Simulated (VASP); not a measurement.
# SnO (P2_1/m) in VASP: notebook

SnO is run at these levels: PBE; tasks: single point.

Everything below comes from runs of VASP 6.6.1. Logs are shortened: lines on timing, memory, paths and dates and some standing lists are left out, and cuts for length are marked.

**1. The cell of the first run**

It takes space group P2_1/m (No. 11, monoclinic). Conventional cell: a = 3.945 Å, b = 3.945 Å, c = 5.072 Å, α = 90.00°, β = 90.00°, γ = 90.00°. Sn (site symmetry m) has 4 O at 2.09 to 2.49 Å within 2.8 Å. O (site symmetry m) has 4 Sn at 2.09 to 2.49 Å and 2 O at 2.75 Å within 2.8 Å.

**2. Single point, PBE**

Contents of INCAR:

```
PREC = Accurate ; ENCUT = 520
EDIFF = 1E-6 ; ISMEAR = 0
SIGMA = 0.05 ; LREAL = F
LASPH = T ; NELM = 60
ALGO = Normal ; ISIF = 2
LWAVE = F ; LCHARG = F
GGA = PE ; NBANDS = 28
```

Contents of KPOINTS:

```
regular mesh
0
Gamma
  10 10 8
```

Contents of POSCAR:

```
SnO
1.0
    3.9445011061      0.0000000000      0.0000000000
    0.0000000000      3.9445011061      0.0000000000
    0.0000000000      0.0000000000      5.0719346970
Sn O
2 2
Direct
   -0.0646469587      0.5000000000      0.2284856918
    0.5646469587      0.0000000000      0.7715143082
    0.0069648620      0.0000000000      0.0000000000
    0.4930351380      0.5000000000      0.0000000000
```

Potentials or basis: VASP PAW PBE potentials, release 64 (Sn_d, O).

Started as:

```console
> cat potpaw_PBE.64/Sn_d/POTCAR potpaw_PBE.64/O/POTCAR > POTCAR
> mpirun -np 1 vasp_std > vasp.out
```

OUTCAR:

```text
PREC = Accurate
   ENCUT = 520
   EDIFF = 1E-6
   ISMEAR = 0
   LREAL = F
   LASPH = T
   NELM = 60
   ISIF = 2
   GGA = PE

 ion  position               nearest neighbor table
   1  0.935  0.500  0.228-   4 2.09   3 2.30   3 2.30   4 2.49   2 3.38   2 3.38   2 3.69   2 3.69

   2  0.565  0.000  0.772-   3 2.09   4 2.30   4 2.30   3 2.49   1 3.38   1 3.38   1 3.69   1 3.69

   3  0.007  0.000  0.000-   2 2.09   1 2.30   1 2.30   2 2.49
   4  0.493  0.500  0.000-   1 2.09   2 2.30   2 2.30   1 2.49

  LATTYP: Found a simple tetragonal cell.
 ALAT       =     3.9445011061
 C/A-ratio  =     1.2858241285

  Lattice vectors:

 A1 = (   3.9445011061,   0.0000000000,   0.0000000000)
 A2 = (   0.0000000000,   3.9445011061,   0.0000000000)
 A3 = (   0.0000000000,   0.0000000000,   5.0719346970)

Analysis of symmetry for initial positions (statically):
=====================================================================
 Subroutine PRICEL returns:
 Original cell was already a primitive cell.

 Routine SETGRP: Setting up the symmetry group for a
 simple tetragonal supercell.

 Subroutine GETGRP returns: Found  4 space group operations
 (whereof  2 operations were pure point group operations)
 out of a pool of 16 trial point group operations.

The static configuration has the point symmetry C_1h.
 The point group associated with its full space group is C_2h.

Analysis of symmetry for dynamics (positions and initial velocities):
=====================================================================
 Subroutine PRICEL returns:
 Original cell was already a primitive cell.

 Routine SETGRP: Setting up the symmetry group for a
 simple tetragonal supercell.

 Subroutine GETGRP returns: Found  4 space group operations
 (whereof  2 operations were pure point group operations)
 out of a pool of 16 trial point group operations.

The dynamic configuration has the point symmetry C_1h.
 The point group associated with its full space group is C_2h.

 Subroutine INISYM returns: Found  4 space group operations
 (whereof  2 operations are pure point group operations),
 and found     1 'primitive' translations

----------------------------------------------------------------------------------------

                                     Primitive cell

  volume of cell :      78.9147

  direct lattice vectors                    reciprocal lattice vectors
     3.944501106  0.000000000  0.000000000     0.253517485  0.000000000  0.000000000
     0.000000000  3.944501106  0.000000000     0.000000000  0.253517485  0.000000000
     0.000000000  0.000000000  5.071934697     0.000000000  0.000000000  0.197163422

  length of vectors
     3.944501106  3.944501106  5.071934697     0.253517485  0.253517485  0.197163422

  position of ions in fractional coordinates (direct lattice)
     0.935353041  0.500000000  0.228485692
     0.564646959  0.000000000  0.771514308
     0.006964862  0.000000000  0.000000000
     0.493035138  0.500000000  0.000000000

  ion indices of the primitive-cell ions
   primitive index   ion index
                 1           1
                 2           2
                 3           3
                 4           4

----------------------------------------------------------------------------------------

 KPOINTS: regular mesh

Automatic generation of k-mesh.
 Grid dimensions read from file:
 generate k-points for:   10   10    8

 Generating k-lattice:

  Cartesian coordinates                     Fractional coordinates (reciprocal lattice)
     0.025351749  0.000000000  0.000000000     0.100000000  0.000000000  0.000000000
     0.000000000  0.025351749  0.000000000     0.000000000  0.100000000  0.000000000
     0.000000000  0.000000000  0.024645428     0.000000000  0.000000000  0.125000000

  Length of vectors
     0.025351749  0.025351749  0.024645428

  Shift w.r.t. Gamma in fractional coordinates (k-lattice)
     0.000000000  0.000000000  0.000000000

 Subroutine IBZKPT returns following result:
 ===========================================

 Found    252 irreducible k-points:

 Following reciprocal coordinates:
            Coordinates               Weight
  0.000000  0.000000  0.000000      1.000000
  0.100000  0.000000  0.000000      2.000000
  0.000000  0.100000  0.000000      2.000000
  0.200000  0.000000  0.000000      2.000000
  0.000000  0.200000  0.000000      2.000000
  0.300000  0.000000  0.000000      2.000000
[... 16 lines left out ...]
 -0.200000  0.300000  0.000000      4.000000
  0.400000  0.200000  0.000000      4.000000
 [... further k-points ...]
   k-points           NKPTS =    252   k-points in BZ     NKDIM =    252   number of bands    NBANDS=     28
   number of dos      NEDOS =    301   number of ions     NIONS =      4
   total plane-waves  NPLWV =  36000
   dimension x,y,z NGX =    30 NGY =   30 NGZ =   40
   dimension x,y,z NGXF=    60 NGYF=   60 NGZF=   80
   ions per type =               2   2
   NGX,Y,Z   is equivalent  to a cutoff of  12.64, 12.64, 13.11 a.u.
   NGXF,Y,Z  is equivalent  to a cutoff of  25.29, 25.29, 26.22 a.u.
 SYSTEM =  unknown system
   PREC   = accura    normal or accurate (medium, high low for compatibility)
   ISTART =      0    job   : 0-new  1-cont  2-samecut
   ICHARG =      2    charge: 1-file 2-atom 10-const
   ISPIN  =      1    spin polarized calculation?
   LNONCOLLINEAR =      F non collinear calculations
   LSORBIT =      F    spin-orbit coupling
   LASPH  =      T    aspherical Exc in radial PAW
   ENCUT  =  520.0 eV  38.22 Ry    6.18 a.u.   7.33  7.33  9.43*2*pi/ulx,y,z
   NELM   =     60;   NELMIN=  2; NELMDL= -5     # of ELM steps
   EDIFF  = 0.1E-05   stopping-criterion for ELM
   LREAL  =      F    real-space projection
   EDIFFG = 0.1E-04   stopping-criterion for IOM
   NSW    =      0    number of steps for IOM
   IBRION =     -1    ionic relax: 0-MD 1-quasi-New 2-CG
   NFREE  =      0    steps in history (QN), initial steepest desc. (CG)
   ISIF   =      2    stress and relaxation
   ISYM   =      2    0-nonsym 1-usesym 2-fastsym
   POTIM  = 0.5000    time-step for ionic-motion
   TEBEG  =    0.0;   TEEND  =   0.0 temperature during run
   PSTRESS=    0.0 pullay stress
   NELECT =      40.0000    total number of electrons
   NUPDOWN=      -1.0000    fix difference up-down
   EMIN   =  10.00;   EMAX   =-10.00  energy-range for DOS
   EFERMI =   0.00;   METHOD = LEGACY
   ISMEAR =     0;   SIGMA  =   0.05  broadening in eV -4-tet -1-fermi 0-gaus
   EFERMI_NEDOS =   21; number of points for ismear=-14 and -15
   IALGO  =     38    algorithm
   IMIX   =      4    mixing-type and parameters
     AMIX     =   0.40;   BMIX     =  1.00
     AMIX_MAG =   1.60;   BMIX_MAG =  1.00
  volume/ion in A,a.u.               =      19.73       133.14
  Fermi-wavevector in a.u.,A,eV,Ry     =   1.305296  2.466651 23.181562  1.703797
  Thomas-Fermi vector in A             =   2.436174
   LORBIT       =      0    0 simple, 1 ext, 2 COOP (PROOUT), +10 PAW based schemes
   GGA     = PE    functional components
   LHFCALC =     F    Hartree Fock is set to
   AEXX    =    0.0000 exact exchange contribution
   IVDW    =     0    specifies the selected vdW correction
   LEPSILON=     F    determine dielectric tensor
   LRPA    =     F    only Hartree local field effects (RPA)
 non-spin polarized calculation
 Gauss-broadening in eV      SIGMA  =   0.05
  energy-cutoff  :      520.00
  volume of cell :       78.91
 maximum number of plane-waves:      2170
 NGX is ok and might be reduce to    30
   NGX = 15   NGY = 15   NGZ = 19

 number of electron      39.9999995 magnetization

 Free energy of the ion-electron system (eV)
  ---------------------------------------------------
  ext. energy  EPLUGINS =         0.00000000
  ---------------------------------------------------
  free energy    TOTEN  =       -22.41274710 eV

  energy without entropy =      -22.41274710  energy(sigma->0) =      -22.41274710

 E-fermi :   5.7735     XC(G=0):  -9.6085

 val. band max:        5.5100967767   @ k =   0.0000   0.1000   0.0000
 cond. band min:       6.2865943361   @ k =   0.5000   0.5000   0.0000
 fundamental gap:      0.7764975594
 Fermi energy:         5.7735070545

 k-point     1 :       0.0000    0.0000    0.0000
  band No.  band energies     occupation
      1     -16.0614      2.00000
      2     -15.7670      2.00000
      3     -15.7231      2.00000
      4     -15.6996      2.00000
      5     -15.6775      2.00000
      6     -15.6756      2.00000
[... 20 lines left out ...]
     27      12.5942      0.00000
     28      13.3588      0.00000

 k-point     2 :       0.1000    0.0000    0.0000
  band No.  band energies     occupation
      1     -16.0590      2.00000
      2     -15.7733      2.00000
      3     -15.7220      2.00000
      4     -15.6965      2.00000
      5     -15.6781      2.00000
      6     -15.6777      2.00000
[... 20 lines left out ...]
     27      12.6553      0.00000
     28      13.9829      0.00000

 k-point     3 :       0.0000    0.1000    0.0000
  band No.  band energies     occupation
      1     -16.0581      2.00000
      2     -15.7768      2.00000
      3     -15.7217      2.00000
      4     -15.7063      2.00000
      5     -15.6745      2.00000
      6     -15.6725      2.00000
[... 20 lines left out ...]
     27      13.0275      0.00000
     28      13.7187      0.00000

 k-point     4 :       0.2000    0.0000    0.0000
  band No.  band energies     occupation
      1     -16.0527      2.00000
      2     -15.7943      2.00000
      3     -15.7191      2.00000
      4     -15.6930      2.00000
      5     -15.6830      2.00000
      6     -15.6766      2.00000
[... 578 lines left out ...]
     27      13.6088      0.00000
     28      14.3164      0.00000

 k-point    23 :      -0.2000    0.3000    0.0000
  band No.  band energies     occupation
      1     -16.0318      2.00000
      2     -15.8910      2.00000
      3     -15.7084      2.00000
      4     -15.6964      2.00000
      5     -15.6768      2.00000
      6     -15.6688      2.00000
[... 20 lines left out ...]
     27      13.7438      0.00000
     28      14.3600      0.00000

 k-point    24 :       0.4000    0.2000    0.0000
  band No.  band energies     occupation
      1     -16.0358      2.00000
      2     -15.8971      2.00000
      3     -15.7107      2.00000
      4     -15.6970      2.00000
      5     -15.6712      2.00000
      6     -15.6596      2.00000
[... 20 lines left out ...]
     27      13.0766      0.00000
     28      14.1344      0.00000

 [... further k-points ...]
[... 5 lines left out ...]
  --------------------------------------------------------------------------------------
  -------------------------------------------------------------------------------------
  Total        0.1732849     -1.3794266      0.4499667      0.0000000      0.0000000      2.4695968
  in kB        3.5181430    -28.0060169      9.1355176      0.0000000      0.0000000     50.1393634
  external PRESSURE =      -5.1174521 kB  Pullay stress =       0.0000000 kB

 VOLUME and BASIS-vectors are now :
 -----------------------------------------------------------------------------
  energy-cutoff  :      520.00
  volume of cell :       78.91
      direct lattice vectors                 reciprocal lattice vectors
     3.944501106  0.000000000  0.000000000     0.253517485  0.000000000  0.000000000
     0.000000000  3.944501106  0.000000000     0.000000000  0.253517485  0.000000000
     0.000000000  0.000000000  5.071934697     0.000000000  0.000000000  0.197163422

 POSITION                                       TOTAL-FORCE (eV/Angst)
 -----------------------------------------------------------------------------------
      3.68950      1.97225      1.15886         1.182379      0.000000      0.224946
      2.22725      0.00000      3.91307        -1.182379      0.000000     -0.224946
      0.02747      0.00000      0.00000         0.008678      0.000000      0.414150
      1.94478      1.97225      0.00000        -0.008678      0.000000     -0.414150
 -----------------------------------------------------------------------------------
    total drift:                               -0.000000      0.000000     -0.000000

  FREE ENERGIE OF THE ION-ELECTRON SYSTEM (eV)
  ---------------------------------------------------
  free  energy   TOTEN  =       -22.4127471011 eV

  energy  without entropy=      -22.4127471011  energy(sigma->0) =      -22.41274710
```

Wall time 6 min (1 thread of Intel Xeon Platinum 8488C (Sapphire Rapids), shared host); peak memory 0.51 GiB.

Results:

```
Free energy            : -22.4127 eV
Pressure               : -0.5 GPa
Largest force          : 1.204 eV/Å
Band gap on the k mesh : 0.78 eV, indirect (least direct gap 1.80 eV)
```

Forces in eV/Å, atoms in the order of the input:
```
Sn   1.182  0.000  0.225
Sn  -1.182  0.000 -0.225
O    0.009  0.000  0.414
O   -0.009  0.000 -0.414
```

Levels at points of the mesh, in eV from the valence-band top:
| k point | band 16 | band 17 | band 18 | band 19 | band 20 | band 21 | band 22 | band 23 | band 24 | band 25 |
| --- | --- | --- | --- | --- | --- | --- | --- | --- | --- | --- |
| (0.00, 0.00, 0.00) | -5.19 | -2.89 | -2.59 | -2.57 | -0.01 | 1.79 | 4.02 | 4.78 | 5.25 | 5.52 |
| (0.50, 0.00, 0.00) | -4.28 | -4.11 | -3.89 | -2.57 | -1.55 | 2.96 | 3.26 | 5.47 | 5.66 | 5.71 |
| (0.00, 0.50, 0.00) | -4.35 | -4.01 | -4.01 | -2.08 | -2.08 | 2.96 | 2.96 | 5.46 | 5.46 | 6.30 |
| (0.50, 0.50, 0.00) | -4.37 | -2.02 | -2.02 | -1.64 | -1.64 | 0.78 | 0.78 | 4.67 | 4.67 | 6.74 |
| (0.00, 0.00, 0.50) | -3.22 | -2.94 | -2.64 | -2.59 | -1.64 | 1.59 | 3.27 | 3.78 | 3.94 | 6.72 |
| (0.50, 0.00, 0.50) | -4.47 | -4.26 | -3.89 | -1.58 | -1.03 | 2.48 | 2.63 | 4.71 | 6.06 | 6.22 |
| (0.00, 0.50, 0.50) | -4.70 | -4.05 | -4.05 | -1.33 | -1.33 | 2.55 | 2.55 | 5.52 | 5.52 | 6.53 |
| (0.50, 0.50, 0.50) | -4.76 | -2.16 | -2.16 | -2.01 | -2.01 | 2.83 | 2.83 | 3.76 | 3.76 | 5.60 |

Caveat: spin-orbit coupling is left out, which moves the levels of the heavy elements; forces of over 1 eV/Å act on the atoms, so gaps and moduli don't describe the material at rest. A k mesh can miss the band edges.

**3. Single point, PBE**

Contents of INCAR:

```
  ALGO = Normal
  EDIFF = 1E-7
  ENCUT = 520
  GGA = PE
  ISIF = 2
  ISMEAR = 0
  LASPH = True
  LCHARG = True
  LELF = True
  LREAL = False
  LVHAR = True
  LWAVE = False
  NBANDS = 28
  NELM = 80
  PREC = Accurate
  SIGMA = 0.05
```

Contents of KPOINTS:

```
k-points
0
Gamma
  10 10 8
```

Contents of POSCAR:

```
SnO
1.0
    3.9445011061      0.0000000000      0.0000000000
    0.0000000000      3.9445011061      0.0000000000
    0.0000000000      0.0000000000      5.0719346970
Sn O
2 2
Direct
   -0.0323234793      0.5000000000      0.2284856918
    0.5323234793      0.0000000000      0.7715143082
    0.0034824310      0.0000000000      0.0000000000
    0.4965175690      0.5000000000      0.0000000000
```

Potentials or basis: VASP PAW PBE potentials, release 64 (Sn_d, O).

Started as:

```console
> cat potpaw_PBE.64/Sn_d/POTCAR potpaw_PBE.64/O/POTCAR > POTCAR
> mpirun -np 1 vasp_std > vasp.out
```

It took 12 min on 1 thread of Intel Xeon 8259CL, shared host; peak memory 0.52 GiB.

Results (log left out):

```
Free energy            : -22.6277 eV
Pressure               : -2.4 GPa
Largest force          : 0.557 eV/Å
Band gap on the k mesh : 0.71 eV, indirect (least direct gap 1.85 eV)
```

Forces on the atoms (eV/Å):
```
Sn   0.525  0.000 -0.187
Sn  -0.525  0.000  0.187
O   -0.076  0.000  0.098
O    0.076  0.000 -0.098
```

Stress tensor (GPa, compression positive):
```
-2.64  0.00  2.21
 0.00 -3.44  0.00
 2.21  0.00 -1.07
```

Levels at points of the mesh, in eV from the valence-band top:
| k point | band 17 | band 18 | band 19 | band 20 | band 21 | band 22 | band 23 | band 24 |
| --- | --- | --- | --- | --- | --- | --- | --- | --- |
| (0.00, 0.00, 0.00) | -2.83 | -2.61 | -2.60 | -0.01 | 1.84 | 4.14 | 4.88 | 5.00 |
| (0.50, 0.00, 0.00) | -4.15 | -4.00 | -2.31 | -1.80 | 3.05 | 3.18 | 5.59 | 5.65 |
| (0.00, 0.50, 0.00) | -4.07 | -4.07 | -2.06 | -2.06 | 3.07 | 3.07 | 5.54 | 5.54 |
| (0.50, 0.50, 0.00) | -2.00 | -2.00 | -1.60 | -1.60 | 0.71 | 0.71 | 4.71 | 4.71 |
| (0.00, 0.00, 0.50) | -2.88 | -2.63 | -2.62 | -1.60 | 1.65 | 3.35 | 3.53 | 3.70 |
| (0.50, 0.00, 0.50) | -4.18 | -3.99 | -1.45 | -1.17 | 2.53 | 2.62 | 5.10 | 5.88 |
| (0.00, 0.50, 0.50) | -4.08 | -4.08 | -1.31 | -1.31 | 2.57 | 2.57 | 5.50 | 5.50 |
| (0.50, 0.50, 0.50) | -2.18 | -2.18 | -2.00 | -2.00 | 2.81 | 2.81 | 3.80 | 3.80 |

Caveat: spin-orbit coupling is left out, which moves the levels of the heavy elements. A k mesh can miss the band edges.
